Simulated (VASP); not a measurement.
Si (a cell with a defect), 17 atoms in the cell. The cell holds a defect, 17 atoms: a = 7.679 Å, b = 7.679 Å, c = 7.679 Å, α = 60.00°, β = 60.00°, γ = 60.00°. 

| Property | Result |
| --- | --- |
| Program | VASP 6.6.1 |
| Task | single point |
| Functional | LDA |
| Potentials or basis | VASP PAW LDA potentials, release 64 (Si) |
| Cutoff | 520 eV |
| k mesh | 2 × 2 × 2 |
| Occupations | gaussian, width 0.05 eV |
| Spin | no spin polarisation |
| Dipole correction | no |
| Further INCAR settings | LREAL = Auto; ALGO = Normal; EDIFF = 1e-07; NBANDS = 48 |

Potentials or basis: VASP PAW LDA potentials, release 64 (Si).

Command:

```bash
$ cat potpaw_LDA.64/Si/POTCAR > POTCAR
$ mpirun -np 1 vasp_std > vasp.out
```

Hardware: 1 thread of Intel(R) Xeon(R) Platinum 8259CL CPU @ 2.50GHz (Skylake/Cascade Lake), with other jobs on the host.

Q: How long does it take, and how much memory?

A: It took 3.2 min on 1 thread of Intel(R) Xeon(R) Platinum 8259CL CPU @ 2.50GHz (Skylake/Cascade Lake), with other jobs on the host, peak memory 0.37 GiB. Counts: scf iterations 14, k points 8.
